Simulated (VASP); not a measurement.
# FeO in VASP: a series of runs

Runs on FeO. Level: PBE+U. Tasks: relaxation of cell and atoms, single point.

Program: VASP 6.6.1. These are calculated values, not measurements. Logs are shortened: lines on timing, memory, paths and dates and some standing lists are left out, and cuts for length are marked.

## (1) The cell of the first run

The structure is cubic, space group Fm-3m (No. 225). The conventional cell has a = 4.311 Å, b = 4.311 Å, c = 4.311 Å, α = 90.00°, β = 90.00°, γ = 90.00°. Fe (site symmetry m-3m) has 6 O at 2.16 Å within 2.9 Å. Within 2.9 Å of O (site symmetry m-3m) lie 6 Fe at 2.16 Å.

## (2) Relaxation of cell and atoms, PBE+U, collinear spin, ferromagnetic start

The input, INCAR:

```
SYSTEM = FeO
PREC = Accurate ; ENCUT = 600
EDIFF = 1E-7 ; ISMEAR = -1
SIGMA = 0.05 ; LREAL = .FALSE.
LASPH = .TRUE. ; NELM = 150
ALGO = Normal ; ISIF = 3
LWAVE = .FALSE. ; LCHARG = .FALSE.
ISPIN = 2 ; MAGMOM = 3 0
LORBIT = 11 ; LMAXMIX = 4
LDAU = .TRUE. ; LDAUTYPE = 2
LDAUL = 2 -1 ; LDAUU = 5 0
LDAUJ = 0 0 ; LDAUPRINT = 1
GGA = PE ; IBRION = 2
NSW = 60 ; EDIFFG = -0.01
```

The input, KPOINTS:

```
Automatic mesh
0
G
  11 11 11
  0 0 0
```

The input, POSCAR:

```
FeO
1.0
    0.0000000000      2.1554001600      2.1554001600
    2.1554001600      0.0000000000      2.1554001600
    2.1554001600      2.1554001600      0.0000000000
Fe O
1 1
Direct
    0.0000000000      0.0000000000      0.0000000000
    0.5000000000      0.5000000000      0.5000000000
```

Potentials or basis: VASP PAW PBE potentials, release 64 (Fe, O).

Started as:

```bash
$ cat potpaw_PBE.64/Fe/POTCAR potpaw_PBE.64/O/POTCAR > POTCAR
$ mpirun -np 1 vasp_std > vasp.out
```

OUTCAR:

```text
SYSTEM = FeO
   PREC = Accurate
   ENCUT = 600
   EDIFF = 1E-7
   ISMEAR = -1
   LREAL = .FALSE.
   LASPH = .TRUE.
   NELM = 150
   ISIF = 3
   ISPIN = 2
   LORBIT = 11
   GGA = PE
   IBRION = 2
   NSW = 60
   EDIFFG = -0.01

 ion  position               nearest neighbor table
   1  0.000  0.000  0.000-   2 2.16   2 2.16   2 2.16   2 2.16   2 2.16   2 2.16
   2  0.500  0.500  0.500-   1 2.16   1 2.16   1 2.16   1 2.16   1 2.16   1 2.16

  LATTYP: Found a face centered cubic cell.
 ALAT       =     4.3108003200

  Lattice vectors:

 A1 = (   0.0000000000,   2.1554001600,   2.1554001600)
 A2 = (   2.1554001600,   0.0000000000,   2.1554001600)
 A3 = (   2.1554001600,   2.1554001600,   0.0000000000)

Analysis of symmetry for initial positions (statically):
=====================================================================
 Subroutine PRICEL returns:
 Original cell was already a primitive cell.

 Routine SETGRP: Setting up the symmetry group for a
 face centered cubic supercell.

 Subroutine GETGRP returns: Found 48 space group operations
 (whereof 48 operations were pure point group operations)
 out of a pool of 48 trial point group operations.

The static configuration has the point symmetry O_h .

Analysis of symmetry for dynamics (positions and initial velocities):
=====================================================================
 Subroutine PRICEL returns:
 Original cell was already a primitive cell.

 Routine SETGRP: Setting up the symmetry group for a
 face centered cubic supercell.

 Subroutine GETGRP returns: Found 48 space group operations
 (whereof 48 operations were pure point group operations)
 out of a pool of 48 trial point group operations.

The dynamic configuration has the point symmetry O_h .

Analysis of structural, dynamic, and magnetic symmetry:
=====================================================================
 Subroutine PRICEL returns:
 Original cell was already a primitive cell.

 Routine SETGRP: Setting up the symmetry group for a
 face centered cubic supercell.

 Subroutine GETGRP returns: Found 48 space group operations
 (whereof 48 operations were pure point group operations)
 out of a pool of 48 trial point group operations.

The overall configuration has the point symmetry O_h .

 Subroutine INISYM returns: Found 48 space group operations
 (whereof 48 operations are pure point group operations),
 and found     1 'primitive' translations

----------------------------------------------------------------------------------------

                                     Primitive cell

  volume of cell :      20.0269

  direct lattice vectors                    reciprocal lattice vectors
     0.000000000  2.155400160  2.155400160    -0.231975486  0.231975486  0.231975486
     2.155400160  0.000000000  2.155400160     0.231975486 -0.231975486  0.231975486
     2.155400160  2.155400160  0.000000000     0.231975486  0.231975486 -0.231975486

  length of vectors
     3.048196139  3.048196139  3.048196139     0.401793328  0.401793328  0.401793328

  position of ions in fractional coordinates (direct lattice)
     0.000000000  0.000000000  0.000000000
     0.500000000  0.500000000  0.500000000

  ion indices of the primitive-cell ions
   primitive index   ion index
                 1           1
                 2           2

----------------------------------------------------------------------------------------

 KPOINTS: Automatic mesh

Automatic generation of k-mesh.
 Grid dimensions read from file:
 generate k-points for:   11   11   11

 Generating k-lattice:

  Cartesian coordinates                     Fractional coordinates (reciprocal lattice)
    -0.021088681  0.021088681  0.021088681     0.090909091  0.000000000  0.000000000
     0.021088681 -0.021088681  0.021088681     0.000000000  0.090909091  0.000000000
     0.021088681  0.021088681 -0.021088681     0.000000000  0.000000000  0.090909091

  Length of vectors
     0.036526666  0.036526666  0.036526666

  Shift w.r.t. Gamma in fractional coordinates (k-lattice)
[... 44 lines left out ...]
  external PRESSURE =      -9.1993141 kB  Pullay stress =       0.0000000 kB
[... 53 lines left out ...]
  FREE ENERGIE OF THE ION-ELECTRON SYSTEM (eV)
  ---------------------------------------------------
  free  energy   TOTEN  =       -12.5218908747 eV

  energy  without entropy=      -12.5108470577  energy(sigma->0) =      -12.51636897

atom =   1  type =  1  l = 2

 onsite density matrix

spin component  1

  0.9723 -0.0000 -0.0000  0.0000 -0.0000
 -0.0000  0.9723 -0.0000 -0.0000 -0.0000
 -0.0000 -0.0000  1.0228  0.0000  0.0000
  0.0000 -0.0000  0.0000  0.9723 -0.0000
 -0.0000 -0.0000  0.0000 -0.0000  1.0228

spin component  2

  0.3128 -0.0000  0.0000 -0.0000  0.0000
 -0.0000  0.3128 -0.0000 -0.0000  0.0000
  0.0000 -0.0000  0.1032 -0.0000 -0.0000
 -0.0000 -0.0000 -0.0000  0.3128  0.0000
  0.0000  0.0000 -0.0000  0.0000  0.1032

 occupancies and eigenvectors

  o =  0.1032  v =  0.0000  0.0000  0.0000  0.0000  0.0000  0.0000  0.0000 -0.0010 -0.0000 -1.0000      0.0000  0.0000  0.0000  0.0000  0.0000  0.0000  0.0000  0.0000  0.0000  0.0000
  o =  0.1032  v =  0.0000  0.0000  0.0000  0.0000  0.0000 -0.0000 -0.0000  1.0000  0.0000 -0.0010      0.0000  0.0000  0.0000  0.0000  0.0000  0.0000  0.0000  0.0000  0.0000  0.0000
  o =  0.3128  v =  0.0000  0.0000  0.0000  0.0000  0.0000  1.0000  0.0021  0.0000  0.0002  0.0000      0.0000  0.0000  0.0000  0.0000  0.0000  0.0000  0.0000  0.0000  0.0000  0.0000
  o =  0.3128  v =  0.0000  0.0000  0.0000  0.0000  0.0000  0.0021 -1.0000 -0.0000 -0.0047 -0.0000      0.0000  0.0000  0.0000  0.0000  0.0000  0.0000  0.0000  0.0000  0.0000  0.0000
  o =  0.3128  v =  0.0000  0.0000  0.0000  0.0000  0.0000 -0.0002 -0.0047 -0.0000  1.0000 -0.0000      0.0000  0.0000  0.0000  0.0000  0.0000  0.0000  0.0000  0.0000  0.0000  0.0000
  o =  0.9723  v =  0.0000 -0.1938 -0.0000  0.9810  0.0000  0.0000  0.0000  0.0000  0.0000  0.0000      0.0000  0.0000  0.0000  0.0000  0.0000  0.0000  0.0000  0.0000  0.0000  0.0000
  o =  0.9723  v =  0.0000 -0.9810  0.0000 -0.1938 -0.0000  0.0000  0.0000  0.0000  0.0000  0.0000      0.0000  0.0000  0.0000  0.0000  0.0000  0.0000  0.0000  0.0000  0.0000  0.0000
  o =  0.9723  v =  1.0000  0.0000  0.0000  0.0000  0.0000  0.0000  0.0000  0.0000  0.0000  0.0000      0.0000  0.0000  0.0000  0.0000  0.0000  0.0000  0.0000  0.0000  0.0000  0.0000
  o =  1.0228  v =  0.0000  0.0000  1.0000  0.0000 -0.0018  0.0000  0.0000  0.0000  0.0000  0.0000      0.0000  0.0000  0.0000  0.0000  0.0000  0.0000  0.0000  0.0000  0.0000  0.0000
  o =  1.0228  v =  0.0000  0.0000 -0.0018  0.0000 -1.0000  0.0000  0.0000  0.0000  0.0000  0.0000      0.0000  0.0000  0.0000  0.0000  0.0000  0.0000  0.0000  0.0000  0.0000  0.0000

--------------------------------------- Ionic step        3  -------------------------------------------

 number of electron      13.9999998 magnetization       4.0018104

 Free energy of the ion-electron system (eV)
  ---------------------------------------------------
  ext. energy  EPLUGINS =         0.00000000
  ---------------------------------------------------
  free energy    TOTEN  =       -12.52200081 eV

  energy without entropy =      -12.51089437  energy(sigma->0) =      -12.51644759

 E-fermi :   6.8948     XC(G=0): -12.1772

 val. band max:        6.8822487159   @ k =  -0.2727   0.3636   0.0909
 cond. band min:       6.8952448624   @ k =   0.2727   0.1818   0.0909
 fundamental gap:      0.0129961464
 Fermi energy:         6.8948389713

 spin component 1

 k-point     1 :       0.0000    0.0000    0.0000
  band No.  band energies     occupation
      1     -14.2545      1.00000
      2      -0.3157      1.00000
      3      -0.3157      1.00000
      4      -0.1628      1.00000
      5      -0.1628      1.00000
      6      -0.1627      1.00000
      7       2.7281      1.00000
      8       2.7281      1.00000
      9       2.7281      1.00000
     10       6.4757      0.99977
     11      21.6008      0.00000
     12      21.6008      0.00000
     13      21.6008      0.00000
[... 785 lines left out ...]
  FREE ENERGIE OF THE ION-ELECTRON SYSTEM (eV)
  ---------------------------------------------------
  free  energy   TOTEN  =       -12.5220008146 eV

  energy  without entropy=      -12.5108943709  energy(sigma->0) =      -12.51644759

 reached required accuracy - stopping structural energy minimisation

 total charge

# of ion       s       p       d       tot
------------------------------------------
    1        0.295   0.372   6.084   6.750
    2        1.549   3.468   0.000   5.017
--------------------------------------------------
tot          1.844   3.840   6.084  11.767

 magnetization (x)

# of ion       s       p       d       tot
------------------------------------------
    1        0.026   0.020   3.812   3.858
    2        0.020   0.166   0.000   0.186
--------------------------------------------------
tot          0.046   0.186   3.812   4.044
```

Wall time 41 s (1 thread of AMD EPYC 9R45 (Zen 5), shared host); peak memory 0.14 GiB.

What came out:

```yaml
Free_energy: -12.5220 eV
Relaxed_volume: 9.96 Å³/atom
Relaxed_cell: a = 3.043 Å, b = 3.043 Å, c = 3.043 Å, α = 60.00°, β = 60.00°, γ = 60.00°
Space_group_after_relaxing_to_0.1_Å: Fm-3m (No. 225)
Energy_gained_by_relaxing: 0.2 meV/atom
Ionic_steps: 3
Pressure_after_relaxing: 0.0 GPa
Band_gap_on_the_k_mesh: zero (filled and empty bands overlap)
Net_moment: 4.00 μB per cell
Site_moments: Fe +3.86; O +0.19 μB
Valence_electrons_inside_the_program's_atomic_spheres: Fe 6.75; O 5.02
```

Step by step:
```tsv
step	energy change (eV)	largest force (eV/Å)	pressure (GPa)	volume (Å³)
1	0.0000	0.0000	-0.92	20.03
2	-0.0002	0.0000	0.57	19.86
3	-0.0003	0.0000	0.01	19.92
```

Final structure:
```cif
data_structure
_symmetry_space_group_name_H-M 'P 1'
_symmetry_Int_Tables_number 1
_cell_length_a 3.0429
_cell_length_b 3.0429
_cell_length_c 3.0429
_cell_angle_alpha 60.000
_cell_angle_beta 60.000
_cell_angle_gamma 60.000
_cell_volume 19.92
loop_
_atom_site_label
_atom_site_type_symbol
_atom_site_fract_x
_atom_site_fract_y
_atom_site_fract_z
_atom_site_occupancy
Fe1 Fe 0.00000 0.00000 0.00000 1
O1 O 0.50000 0.50000 0.50000 1
```

Eigenvalues of the final occupation matrices:
```
    site  spin  trace               eigenvalues
site 1 d     1   4.96  0.97 0.97 0.97 1.02 1.02
site 1 d     2   1.14  0.10 0.10 0.31 0.31 0.31
```

Caveat: a cell with one magnetic atom can't hold antiferromagnetic order, which such compounds often take. The state reached can hang on the start; a lower one may exist.

## (3) Relaxation of cell and atoms, PBE+U, collinear spin, ferromagnetic start

The input, INCAR:

```
SYSTEM = FeO
  ALGO = Normal
  EDIFF = 1E-6
  EDIFFG = -0.01
  ENCUT = 600
  GGA = PE
  IBRION = 2
  ISIF = 3
  ISMEAR = -1
  ISPIN = 2
  LASPH = .TRUE.
  LCHARG = .FALSE.
  LDAU = .TRUE.
  LDAUJ = 0 0
  LDAUL = 2 -1
  LDAUPRINT = 1
  LDAUTYPE = 2
  LDAUU = 6 0
  LMAXMIX = 4
  LORBIT = 11
  LREAL = .FALSE.
  LWAVE = .FALSE.
  MAGMOM = 3 0
  NELM = 150
  NSW = 60
  PREC = Accurate
  SIGMA = 0.05
```

The input, KPOINTS:

```
k-points
0
G
  11 11 11
  0 0 0
```

POSCAR is that of step 2.

Potentials or basis: VASP PAW PBE potentials, release 64 (Fe, O).

Started as:

```bash
$ cat potpaw_PBE.64/Fe/POTCAR potpaw_PBE.64/O/POTCAR > POTCAR
$ mpirun -np 1 vasp_std > vasp.out
```

It took 35 s on 1 thread of AMD EPYC 9R45 (Zen 5), shared host; peak memory 0.14 GiB.

It converged, with:

```yaml
Free_energy: -12.1012 eV
Relaxed_volume: 9.93 Å³/atom
Relaxed_cell: a = 3.040 Å, b = 3.040 Å, c = 3.040 Å, α = 60.00°, β = 60.00°, γ = 60.00°
Space_group_after_relaxing_to_0.1_Å: Fm-3m (No. 225)
Energy_gained_by_relaxing: 0.3 meV/atom
Ionic_steps: 3
Pressure_after_relaxing: 0.0 GPa
Band_gap_on_the_k_mesh: zero (filled and empty bands overlap)
Net_moment: 4.00 μB per cell
Site_moments: Fe +3.91; O +0.16 μB
Valence_electrons_inside_the_program's_atomic_spheres: Fe 6.76; O 5.02
```

Step by step:
```tsv
step	energy change (eV)	largest force (eV/Å)	pressure (GPa)	volume (Å³)
1	0.0000	0.0000	-1.41	20.03
2	-0.0004	0.0000	0.82	19.77
3	-0.0007	0.0000	0.00	19.87
```

Final structure:
```
CELL_PARAMETERS angstrom
0.00000 2.14968 2.14968
2.14968 0.00000 2.14968
2.14968 2.14968 0.00000
ATOMIC_POSITIONS crystal
Fe 0.00000 0.00000 0.00000
O 0.50000 0.50000 0.50000
```

Levels at points of the mesh, in eV from the Fermi level:
Spin up:
| k point | band 5 | band 6 | band 7 | band 8 | band 9 | band 10 | band 11 | band 12 | band 13 |
| --- | --- | --- | --- | --- | --- | --- | --- | --- | --- |
| (0.00, 0.00, 0.00) | -7.74 | -7.74 | -4.26 | -4.26 | -4.26 | -0.52 | 14.14 | 14.14 | 14.14 |
Spin down:
```tsv
k point	band 2	band 3	band 4	band 5	band 6	band 7	band 8	band 9
(0.00, 0.00, 0.00)	-3.94	-3.94	-3.94	-0.72	-0.72	-0.72	0.15	1.53
```

Eigenvalues of the final occupation matrices:
| site | spin | trace | eigenvalues |
| --- | --- | --- | --- |
| site 1 d | 1 | 4.99 | 0.98 0.98 0.98 1.03 1.03 |
| site 1 d | 2 | 1.12 | 0.10 0.10 0.31 0.31 0.31 |

Caveat: a cell with one magnetic atom can't hold antiferromagnetic order, which such compounds often take. The state reached can hang on the start; a lower one may exist.

## (4) Relaxation of cell and atoms, PBE+U, collinear spin, ferromagnetic start

The input, INCAR:

```
  PREC = Accurate
  ENCUT = 600
  EDIFF = 1E-7
  ISMEAR = -1
  SIGMA = 0.05
  LREAL = F
  LASPH = T
  NELM = 150
  ALGO = Normal
  ISIF = 3
  LWAVE = F
  LCHARG = F
  ISPIN = 2
  MAGMOM = 3 0
  LORBIT = 11
  LMAXMIX = 4
  LDAU = T
  LDAUTYPE = 2
  LDAUL = 2 -1
  LDAUU = 8 0
  LDAUJ = 0 0
  LDAUPRINT = 1
  GGA = PE
  IBRION = 2
  NSW = 60
  EDIFFG = -0.01
```

The input, KPOINTS:

```
regular mesh
0
Gamma
  11 11 11
```

POSCAR is that of step 3.

Started as:

```bash
$ cat potpaw_PBE.64/Fe/POTCAR potpaw_PBE.64/O/POTCAR > POTCAR
$ mpirun -np 1 vasp_std > vasp.out
```

It took 40 s on 1 thread of AMD EPYC 9R45 (Zen 5), shared host; peak memory 0.14 GiB.

It converged, with:

| Property | Result |
| --- | --- |
| Free energy | -11.3324 eV |
| Relaxed volume | 9.83 Å³/atom |
| Relaxed cell | a = 3.030 Å, b = 3.030 Å, c = 3.030 Å, α = 60.00°, β = 60.00°, γ = 60.00° |
| Space group after relaxing (to 0.1 Å) | Fm-3m (No. 225) |
| Energy gained by relaxing | 1.7 meV/atom |
| Ionic steps | 3 |
| Pressure after relaxing | 0.0 GPa |
| Band gap on the k mesh | zero (filled and empty bands overlap) |
| Net moment | 4.01 μB per cell |
| Site moments | Fe +4.02; O +0.12 μB |
| Valence electrons inside the program's atomic spheres | Fe 6.81; O 5.03 |

Step by step:
```tsv
step	energy change (eV)	largest force (eV/Å)	pressure (GPa)	volume (Å³)
1	0.0000	0.0000	-3.01	20.03
2	-0.0025	0.0000	1.57	19.49
3	-0.0034	0.0000	0.00	19.67
```

Final structure:
```
Fe O
1.0
     0.00000    2.14239    2.14239
     2.14239    0.00000    2.14239
     2.14239    2.14239    0.00000
Fe O
1 1
Direct
  0.00000 0.00000 0.00000
  0.50000 0.50000 0.50000
```

Levels at points of the mesh, in eV from the Fermi level:
Spin up:
```
           k point  band 7  band 8  band 9  band 10  band 11  band 12
(0.00, 0.00, 0.00)   -4.48   -4.48   -4.48    -0.70    12.86    12.86
```
Spin down:
```
           k point  band 3  band 4  band 5  band 6  band 7  band 8
(0.00, 0.00, 0.00)   -4.23   -4.23   -0.72   -0.72   -0.72   -0.05
```

Eigenvalues of the final occupation matrices:
```
    site  spin  trace               eigenvalues
site 1 d     1   5.07  0.99 0.99 0.99 1.05 1.05
site 1 d     2   1.08  0.08 0.08 0.30 0.30 0.30
```

Caveat: a cell with one magnetic atom can't hold antiferromagnetic order, which such compounds often take. The state reached can hang on the start; a lower one may exist.

## (5) Single point, PBE+U, collinear spin, ferromagnetic start

This run uses another cell than the first one, of 10.92 Å³/atom.

The input, INCAR:

```
ALGO     = Normal         # electronic algorithm
EDIFF    = 1E-6           # SCF threshold, eV
ENCUT    = 520            # plane-wave cutoff, eV
GGA      = PE             # functional
ISIF     = 2              # what is computed and relaxed
ISMEAR   = -1             # smearing method
ISPIN    = 2              # spin polarisation
LASPH    = True           # aspherical terms in the spheres
LCHARG   = True           # write CHGCAR
LDAU     = True           # DFT+U
LDAUJ    = 0 0          
LDAUL    = 2 -1           # shell
LDAUPRINT= 1            
LDAUTYPE = 2            
LDAUU    = 6 0            # U, eV
LELF     = True           # ELF
LMAXMIX  = 4              # l up to which the mixer works
LORBIT   = 11             # projections on sites
LREAL    = False          # projectors in reciprocal space
LVHAR    = True         
LWAVE    = False          # write WAVECAR
MAGMOM   = 3 0            # initial moments
NBANDS   = 18             # bands
NELM     = 150            # most SCF steps
PREC     = Accurate       # precision mode
SIGMA    = 0.05           # smearing width, eV
```

The input, KPOINTS:

```
k-points
0
Gamma
  11 11 11
```

The input, POSCAR:

```
FeO
1.0
    0.0363893124      2.2741140160      2.1913184956
    2.2277078080      0.0000000000      2.2277078080
    2.1913184956      2.2741140160      0.0363893124
Fe O
1 1
Direct
    0.0000000000      0.0000000000      0.0000000000
    0.5000000000      0.5000000000      0.5000000000
```

Started as:

```bash
$ cat potpaw_PBE.64/Fe/POTCAR potpaw_PBE.64/O/POTCAR > POTCAR
$ mpirun -np 1 vasp_std > vasp.out
```

It took 2.3 min on 1 thread of AMD EPYC 9R45 (Zen 5), shared host; peak memory 0.22 GiB.

The run converged. Its results:

* Free energy: -12.0043 eV
* Pressure: -13.0 GPa
* Band gap on the k mesh: zero (filled and empty bands overlap)
* Net moment: 4.02 μB per cell
* Site moments: Fe +3.92; O +0.15 μB
* Valence electrons inside the program's atomic spheres: Fe 6.61; O 4.97

Stress tensor (GPa, compression positive):
```
-11.98   0.00  -1.56
  0.00 -14.97   0.00
 -1.56   0.00 -11.98
```

Levels at points of the mesh, in eV from the Fermi level:
Spin up:
```csv
k point,band 5,band 6,band 7,band 8,band 9,band 10,band 11,band 12,band 13,band 14
"(0.00, 0.00, 0.00)",-7.69,-7.60,-4.02,-3.83,-3.81,-0.98,13.33,13.58,14.17,14.53
```
Spin down:
```csv
k point,band 2,band 3,band 4,band 5,band 6,band 7,band 8,band 9
"(0.00, 0.00, 0.00)",-3.74,-3.53,-3.52,-0.79,-0.62,-0.45,-0.30,1.61
```

Eigenvalues of the final occupation matrices:
```tsv
site	spin	trace	eigenvalues
site 1 d	1	4.96	0.97 0.97 0.98 1.01 1.02
site 1 d	2	1.08	0.08 0.09 0.30 0.30 0.31
```

Caveat: the cell stands under tension; a cell with one magnetic atom can't hold antiferromagnetic order, which such compounds often take. The state reached can hang on the start; a lower one may exist.

## (6) Overview

| task | U | cell | cutoff (eV) | gap on the mesh (eV) | pressure (GPa) | moment (μB) | relaxed volume (Å³/atom) |
| --- | --- | --- | --- | --- | --- | --- | --- |
| relaxation of cell and atoms | Fe d U = 5.0 eV | relaxed from a = 3.048 Å, angles 60.0°, 2 atoms | 600 | none | 0.0 | 4.00 | 9.96 |
| relaxation of cell and atoms | Fe d U = 6.0 eV | relaxed from a = 3.048 Å, angles 60.0°, 2 atoms | 600 | none | 0.0 | 4.00 | 9.93 |
| relaxation of cell and atoms | Fe d U = 8.0 eV | relaxed from a = 3.048 Å, angles 60.0°, 2 atoms | 600 | none | 0.0 | 4.01 | 9.83 |
| single point | Fe d U = 6.0 eV | a = 3.158, b = 3.150 Å, angles 60.1, 57.7, 60.1°, 2 atoms | 520 | none | -13.0 | 4.02 | - |

Alike in all rows: level PBE+U; potentials or basis VASP PAW PBE potentials, release 64 (Fe, O); spin collinear, ferromagnetic start; k mesh 11 × 11 × 11; smearing fermi-dirac 0.05 eV.

Caveats: a cell with one magnetic atom can't hold antiferromagnetic order, which such compounds often take; the cell stands under tension (at least some runs).

Absolute energies hang on the potentials; compare differences alone.
